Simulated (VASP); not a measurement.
# CoO (F-43m) in VASP: notebook

Runs on CoO. Level: PBE. Tasks: single point.

All numbers are computed with VASP 6.6.1; they aren't measurements. Logs are shortened: lines on timing, memory, paths and dates and some standing lists are left out, and cuts for length are marked.

## (1) The cell of the first run

The structure is cubic, space group F-43m (No. 216). Conventional cell: a = 4.592 Å, b = 4.592 Å, c = 4.592 Å, α = 90.00°, β = 90.00°, γ = 90.00°. Co (site symmetry -43m) has 4 O at 1.99 Å within 2.6 Å. O (site symmetry -43m) has 4 Co at 1.99 Å within 2.6 Å.

## (2) Single point, PBE, collinear spin, ferromagnetic start

The input, INCAR:

```
ALGO = Normal ; EDIFF = 1E-6
ENCUT = 600 ; GGA = PE
GGA_COMPAT = F ; ISIF = 2
ISMEAR = -1 ; ISPIN = 2
LASPH = T ; LCHARG = T
LELF = T ; LMAXMIX = 4
LORBIT = 11 ; LREAL = F
LVHAR = T ; LWAVE = F
MAGMOM = 2 0 ; NBANDS = 22
NELM = 200 ; PREC = Accurate
SIGMA = 0.05
```

The input, KPOINTS:

```
k-points
0
Gamma
  10 10 10
```

The input, POSCAR:

```
CoO
1.0
    0.0000000000      2.2957989903      2.2957989903
    2.2957989903      0.0000000000      2.2957989903
    2.2957989903      2.2957989903      0.0000000000
Co O
1 1
Direct
    0.0000000000      0.0000000000      0.0000000000
    0.2500000000      0.2500000000      0.2500000000
```

Potentials or basis: VASP PAW PBE potentials, release 64 (Co_sv, O).

Command:

```bash
$ cat potpaw_PBE.64/Co_sv/POTCAR potpaw_PBE.64/O/POTCAR > POTCAR
$ mpirun -np 1 vasp_std > vasp.out
```

OUTCAR:

```text
EDIFF = 1E-6
   ENCUT = 600
   GGA = PE
   ISIF = 2
   ISMEAR = -1
   ISPIN = 2
   LASPH = T
   LORBIT = 11
   LREAL = F
   NELM = 200
   PREC = Accurate

 ion  position               nearest neighbor table
   1  0.000  0.000  0.000-   2 1.99   2 1.99   2 1.99   2 1.99
   2  0.250  0.250  0.250-   1 1.99   1 1.99   1 1.99   1 1.99

  LATTYP: Found a face centered cubic cell.
 ALAT       =     4.5915979806

  Lattice vectors:

 A1 = (   0.0000000000,   2.2957989903,   2.2957989903)
 A2 = (   2.2957989903,   0.0000000000,   2.2957989903)
 A3 = (   2.2957989903,   2.2957989903,   0.0000000000)

Analysis of symmetry for initial positions (statically):
=====================================================================
 Subroutine PRICEL returns:
 Original cell was already a primitive cell.

 Routine SETGRP: Setting up the symmetry group for a
 face centered cubic supercell.

 Subroutine GETGRP returns: Found 24 space group operations
 (whereof 24 operations were pure point group operations)
 out of a pool of 48 trial point group operations.

The static configuration has the point symmetry T_d .

Analysis of symmetry for dynamics (positions and initial velocities):
=====================================================================
 Subroutine PRICEL returns:
 Original cell was already a primitive cell.

 Routine SETGRP: Setting up the symmetry group for a
 face centered cubic supercell.

 Subroutine GETGRP returns: Found 24 space group operations
 (whereof 24 operations were pure point group operations)
 out of a pool of 48 trial point group operations.

The dynamic configuration has the point symmetry T_d .

Analysis of structural, dynamic, and magnetic symmetry:
=====================================================================
 Subroutine PRICEL returns:
 Original cell was already a primitive cell.

 Routine SETGRP: Setting up the symmetry group for a
 face centered cubic supercell.

 Subroutine GETGRP returns: Found 24 space group operations
 (whereof 24 operations were pure point group operations)
 out of a pool of 48 trial point group operations.

The overall configuration has the point symmetry T_d .

 Subroutine INISYM returns: Found 24 space group operations
 (whereof 24 operations are pure point group operations),
 and found     1 'primitive' translations

----------------------------------------------------------------------------------------

                                     Primitive cell

  volume of cell :      24.2009

[... 104 lines left out ...]
   EFERMI_NEDOS =   21; number of points for ismear=-14 and -15
   IALGO  =     38    algorithm
   IMIX   =      4    mixing-type and parameters
     AMIX     =   0.40;   BMIX     =  1.00
     AMIX_MAG =   1.60;   BMIX_MAG =  1.00
  volume/ion in A,a.u.               =      12.10        81.66
  Fermi-wavevector in a.u.,A,eV,Ry     =   1.609559  3.041626 35.248346  2.590680
  Thomas-Fermi vector in A             =   2.705250
   LORBIT       =     11    0 simple, 1 ext, 2 COOP (PROOUT), +10 PAW based schemes
   GGA     = PE    functional components
   LHFCALC =     F    Hartree Fock is set to
   AEXX    =    0.0000 exact exchange contribution
   IVDW    =     0    specifies the selected vdW correction
   LEPSILON=     F    determine dielectric tensor
   LRPA    =     F    only Hartree local field effects (RPA)
 spin polarized calculation
  energy-cutoff  :      600.00
  volume of cell :       24.20
 maximum number of plane-waves:       869
 NGX is ok and might be reduce to    28
   NGX = 13   NGY = 13   NGZ = 13

 number of electron      23.0000000 magnetization       2.9104236

 Free energy of the ion-electron system (eV)
  ---------------------------------------------------
  ext. energy  EPLUGINS =         0.00000000
  ---------------------------------------------------
  free energy    TOTEN  =       -13.42502238 eV

  energy without entropy =      -13.41150412  energy(sigma->0) =      -13.41826325

 E-fermi :   6.1430     XC(G=0): -11.1286

 val. band max:        6.1298018131   @ k =   0.1000   0.1000   0.0000
 cond. band min:       6.1494140071   @ k =  -0.3000   0.4000   0.2000
 fundamental gap:      0.0196121940
 Fermi energy:         6.1429901701

 spin component 1

 k-point     1 :       0.0000    0.0000    0.0000
  band No.  band energies     occupation
      1     -90.4454      1.00000
      2     -53.7021      1.00000
      3     -53.7021      1.00000
      4     -53.7020      1.00000
      5     -13.4457      1.00000
      6       0.3147      1.00000
[... 589 lines left out ...]
     21      31.9636      0.00000
     22      33.7103      0.00000

 [... further k-points ...]

 spin component 2

 k-point     1 :       0.0000    0.0000    0.0000
  band No.  band energies     occupation
      1     -87.4820      1.00000
      2     -50.8109      1.00000
      3     -50.8108      1.00000
      4     -50.8107      1.00000
      5     -12.8941      1.00000
      6       1.5980      1.00000
[... 589 lines left out ...]
     21      32.4618      0.00000
     22      34.2188      0.00000

 [... further k-points ...]
[... 5 lines left out ...]
  --------------------------------------------------------------------------------------
  -------------------------------------------------------------------------------------
  Total       -1.2619885     -1.2619885     -1.2619885      0.0000000     -0.0000000      0.0000000
  in kB      -83.5476839    -83.5476839    -83.5476839      0.0000000     -0.0000000      0.0000000
  external PRESSURE =     -83.5476839 kB  Pullay stress =       0.0000000 kB

 VOLUME and BASIS-vectors are now :
 -----------------------------------------------------------------------------
  energy-cutoff  :      600.00
  volume of cell :       24.20
      direct lattice vectors                 reciprocal lattice vectors
     0.000000000  2.295798990  2.295798990    -0.217789102  0.217789102  0.217789102
     2.295798990  0.000000000  2.295798990     0.217789102 -0.217789102  0.217789102
     2.295798990  2.295798990  0.000000000     0.217789102  0.217789102 -0.217789102

 POSITION                                       TOTAL-FORCE (eV/Angst)
 -----------------------------------------------------------------------------------
      0.00000      0.00000      0.00000         0.000000      0.000000      0.000000
      1.14790      1.14790      1.14790        -0.000000     -0.000000     -0.000000
 -----------------------------------------------------------------------------------
    total drift:                                0.000001      0.000001      0.000001

  FREE ENERGIE OF THE ION-ELECTRON SYSTEM (eV)
  ---------------------------------------------------
  free  energy   TOTEN  =       -13.4250223781 eV

  energy  without entropy=      -13.4115041221  energy(sigma->0) =      -13.41826325

 total charge

# of ion       s       p       d       tot
------------------------------------------
    1        2.159   6.077   6.664  14.900
    2        1.547   3.422   0.000   4.969
--------------------------------------------------
tot          3.706   9.499   6.664  19.869

 magnetization (x)

# of ion       s       p       d       tot
------------------------------------------
    1        0.013   0.021   2.399   2.433
    2        0.021   0.292   0.000   0.313
--------------------------------------------------
tot          0.034   0.313   2.399   2.746
```

Run time: 76 s. Hardware: 1 thread of Intel Xeon Platinum 8375C at 2.90GHz (Ice Lake), shared host; peak memory 0.2 GiB.

What came out:

```
Free energy                                           : -13.4250 eV
Pressure                                              : -8.4 GPa
Net moment                                            : 2.91 μB per cell
Site moments                                          : Co +2.43; O +0.31 μB
Valence electrons inside the program's atomic spheres : Co 14.90; O 4.97
```

Levels at points of the mesh, in eV from the Fermi level:
Spin up:
| k point | band 9 | band 10 | band 11 | band 12 | band 13 | band 14 | band 15 | band 16 | band 17 | band 18 |
| --- | --- | --- | --- | --- | --- | --- | --- | --- | --- | --- |
| (0.00, 0.00, 0.00) | -2.19 | -2.19 | 0.04 | 0.14 | 0.14 | 0.14 | 13.73 | 13.73 | 13.73 | 19.58 |
| (0.50, 0.00, 0.00) | -2.55 | -2.16 | -2.16 | -0.63 | -0.63 | 5.43 | 6.75 | 13.20 | 13.20 | 16.86 |
| (0.50, 0.50, 0.00) | -3.12 | -1.91 | -1.82 | -1.82 | -1.55 | 5.01 | 9.39 | 10.83 | 13.73 | 13.73 |
Spin down:
```tsv
k point	band 7	band 8	band 9	band 10	band 11	band 12	band 13	band 14
(0.00, 0.00, 0.00)	-4.54	-4.54	-0.44	-0.44	0.58	2.59	2.59	2.59
(0.50, 0.00, 0.00)	-4.36	-4.36	-0.21	-0.21	0.38	1.76	1.76	5.94
(0.50, 0.50, 0.00)	-4.13	-4.13	-0.55	-0.09	0.05	1.05	1.05	6.03
```

Caveat: a cell with one magnetic atom can't hold antiferromagnetic order, which such compounds often take; semilocal functionals often make such compounds metallic where correlation or magnetic order opens a gap, which also shifts bond lengths. With open d or f shells a metallic result of PBE can be an artefact of self-interaction; +U or a hybrid may open a gap.

## (3) Single point, PBE, collinear spin, ferromagnetic start

This run uses another cell than the first one, of 12.87 Å³/atom, 1.064 times its volume.

The input, INCAR:

```
SYSTEM = CoO
ALGO     = Normal         ! electronic algorithm
EDIFF    = 1E-6           ! SCF threshold, eV
ENCUT    = 600            ! plane-wave cutoff, eV
GGA      = PE             ! functional
GGA_COMPAT= .False.      
ISIF     = 2              ! what is computed and relaxed
ISMEAR   = 0              ! smearing method
ISPIN    = 2              ! spin polarisation
LASPH    = .True.         ! aspherical terms in the spheres
LCHARG   = .False.        ! write CHGCAR
LMAXMIX  = 4              ! l up to which the mixer works
LORBIT   = 11             ! projections on sites
LREAL    = .False.        ! projectors in reciprocal space
LWAVE    = .False.        ! write WAVECAR
MAGMOM   = 2 0            ! initial moments
NBANDS   = 22             ! bands
NELM     = 200            ! most SCF steps
PREC     = Accurate       ! precision mode
SIGMA    = 0.020999999999999998 ! smearing width, eV
```

The input, KPOINTS:

```
k-points
0
Gamma
  10 10 10
  0 0 0
```

The input, POSCAR:

```
CoO
1.0
    0.0000000000      2.3436418400      2.3436418400
    2.3436418400      0.0000000000      2.3436418400
    2.3436418400      2.3436418400      0.0000000000
Co O
1 1
Direct
    0.0000000000      0.0000000000      0.0000000000
    0.2500000000      0.2500000000      0.2500000000
```

Potentials or basis: VASP PAW PBE potentials, release 64 (Co_sv, O).

Command:

```bash
$ cat potpaw_PBE.64/Co_sv/POTCAR potpaw_PBE.64/O/POTCAR > POTCAR
$ mpirun -np 1 vasp_std > vasp.out
```

OUTCAR:

```text
SYSTEM = CoO
   EDIFF = 1E-6
   ENCUT = 600
   GGA = PE
   ISIF = 2
   ISMEAR = 0
   ISPIN = 2
   LASPH = .True.
   LORBIT = 11
   LREAL = .False.
   NELM = 200
   PREC = Accurate

 ion  position               nearest neighbor table
   1  0.000  0.000  0.000-   2 2.03   2 2.03   2 2.03   2 2.03
   2  0.250  0.250  0.250-   1 2.03   1 2.03   1 2.03   1 2.03

  LATTYP: Found a face centered cubic cell.
 ALAT       =     4.6872836800

  Lattice vectors:

 A1 = (   0.0000000000,   2.3436418400,   2.3436418400)
 A2 = (   2.3436418400,   0.0000000000,   2.3436418400)
 A3 = (   2.3436418400,   2.3436418400,   0.0000000000)
[... 1413 lines left out ...]

 VOLUME and BASIS-vectors are now :
 -----------------------------------------------------------------------------
  energy-cutoff  :      600.00
  volume of cell :       25.75
      direct lattice vectors                 reciprocal lattice vectors
     0.000000000  2.343641840  2.343641840    -0.213343179  0.213343179  0.213343179
     2.343641840  0.000000000  2.343641840     0.213343179 -0.213343179  0.213343179
     2.343641840  2.343641840  0.000000000     0.213343179  0.213343179 -0.213343179

 POSITION                                       TOTAL-FORCE (eV/Angst)
 -----------------------------------------------------------------------------------
      0.00000      0.00000      0.00000        -0.000000     -0.000000     -0.000000
      1.17182      1.17182      1.17182         0.000000      0.000000      0.000000
 -----------------------------------------------------------------------------------
    total drift:                               -0.000000     -0.000000     -0.000000

  FREE ENERGIE OF THE ION-ELECTRON SYSTEM (eV)
  ---------------------------------------------------
  free  energy   TOTEN  =       -13.3278525256 eV

  energy  without entropy=      -13.3276812425  energy(sigma->0) =      -13.32776688

 total charge

# of ion       s       p       d       tot
------------------------------------------
    1        2.151   6.065   6.654  14.870
    2        1.547   3.398   0.000   4.944
--------------------------------------------------
tot          3.698   9.463   6.654  19.815

 magnetization (x)

# of ion       s       p       d       tot
------------------------------------------
    1        0.013   0.019   2.455   2.488
    2        0.020   0.300   0.000   0.320
--------------------------------------------------
tot          0.033   0.319   2.455   2.807
```

stdout:

```text
POSCAR found type information on POSCAR CoO
 POSCAR found :  2 types and       2 ions
 scaLAPACK will be used
 LDA part: xc-table for (Slater+PW92), standard interpolation
 POSCAR, INCAR and KPOINTS ok, starting setup
 FFT: planning ... GRIDC
 FFT: planning ... GRID_SOFT
 FFT: planning ... GRID
 WAVECAR not read
 entering main loop
```

Run time: 69 s. Hardware: 1 thread of Intel Xeon Platinum 8375C at 2.90GHz (Ice Lake), shared host; peak memory 0.2 GiB.

Results:

```
Free energy                                           : -13.3279 eV
Pressure                                              : -13.9 GPa
Band gap on the k mesh                                : zero (filled and empty bands overlap)
Net moment                                            : 2.99 μB per cell
Site moments                                          : Co +2.49; O +0.32 μB
Valence electrons inside the program's atomic spheres : Co 14.87; O 4.94
```

Caveat: a cell with one magnetic atom can't hold antiferromagnetic order, which such compounds often take; semilocal functionals often make such compounds metallic where correlation or magnetic order opens a gap, which also shifts bond lengths. With open d or f shells a metallic result of PBE can be an artefact of self-interaction; +U or a hybrid may open a gap.

## (4) Single point, PBE, collinear spin, ferromagnetic start

This run uses another cell than the first one, of 12.87 Å³/atom, 1.064 times its volume.

The input, INCAR:

```
ALGO = Normal ; EDIFF = 1E-6
ENCUT = 600 ; GGA = PE
GGA_COMPAT = False ; ISIF = 2
ISMEAR = 0 ; ISPIN = 2
LASPH = True ; LCHARG = False
LMAXMIX = 4 ; LORBIT = 11
LREAL = False ; LWAVE = False
MAGMOM = 2 0 ; NBANDS = 22
NELM = 200 ; PREC = Accurate
SIGMA = 0.02
```

The input, KPOINTS:

```
k-points
0
Gamma
  10 10 10
```

POSCAR is that of step 3.

Command:

```bash
$ cat potpaw_PBE.64/Co_sv/POTCAR potpaw_PBE.64/O/POTCAR > POTCAR
$ mpirun -np 1 vasp_std > vasp.out
```

Wall time 43 s (1 thread of Intel Xeon 6975P-C (Granite Rapids), shared host); peak memory 0.2 GiB.

It converged, with:

```yaml
Free_energy: -13.3278 eV
Pressure: -13.9 GPa
Band_gap_on_the_k_mesh: zero (filled and empty bands overlap)
Net_moment: 2.99 μB per cell
Site_moments: Co +2.49; O +0.32 μB
Valence_electrons_inside_the_program's_atomic_spheres: Co 14.87; O 4.94
```

Levels at points of the mesh, in eV from the Fermi level:
Spin up:
| k point | band 9 | band 10 | band 11 | band 12 | band 13 | band 14 | band 15 | band 16 | band 17 | band 18 |
| --- | --- | --- | --- | --- | --- | --- | --- | --- | --- | --- |
| (0.00, 0.00, 0.00) | -2.10 | -2.10 | -0.01 | 0.04 | 0.04 | 0.04 | 13.31 | 13.31 | 13.31 | 19.06 |
| (0.50, 0.00, 0.00) | -2.54 | -2.10 | -2.10 | -0.66 | -0.66 | 5.20 | 6.55 | 12.82 | 12.82 | 16.35 |
| (0.50, 0.50, 0.00) | -3.02 | -1.85 | -1.81 | -1.81 | -1.51 | 4.89 | 8.86 | 10.62 | 13.23 | 13.23 |
Spin down:
```csv
k point,band 6,band 7,band 8,band 9,band 10,band 11,band 12,band 13,band 14,band 15
"(0.00, 0.00, 0.00)",-4.11,-4.10,-4.10,-0.35,-0.35,0.57,2.54,2.54,2.54,13.83
"(0.50, 0.00, 0.00)",-5.57,-3.95,-3.95,-0.14,-0.14,0.51,1.78,1.78,5.74,7.37
"(0.50, 0.50, 0.00)",-5.61,-3.75,-3.75,-0.30,-0.04,0.10,1.13,1.13,5.90,9.78
```

Caveat: a cell with one magnetic atom can't hold antiferromagnetic order, which such compounds often take; semilocal functionals often make such compounds metallic where correlation or magnetic order opens a gap, which also shifts bond lengths.

## (5) The runs side by side

| cell | smearing | gap on the mesh (eV) | pressure (GPa) | moment (μB) |
| --- | --- | --- | --- | --- |
| a = 3.247 Å, angles 60.0°, 2 atoms | fermi-dirac 0.05 eV | none | -8.4 | 2.91 |
| a = 3.314 Å, angles 60.0°, 2 atoms | gaussian 0.021 eV | none | -13.9 | 2.99 |
| a = 3.314 Å, angles 60.0°, 2 atoms | gaussian 0.02 eV | none | -13.9 | 2.99 |

Alike in all rows: task single point; level PBE; potentials or basis VASP PAW PBE potentials, release 64 (Co_sv, O); spin collinear, ferromagnetic start; k mesh 10 × 10 × 10; cutoff (eV) 600.

Caveats: a cell with one magnetic atom can't hold antiferromagnetic order, which such compounds often take; semilocal functionals often make such compounds metallic where correlation or magnetic order opens a gap, which also shifts bond lengths.

Total energies depend on the potentials used, so only differences within one code and one set of settings carry meaning.
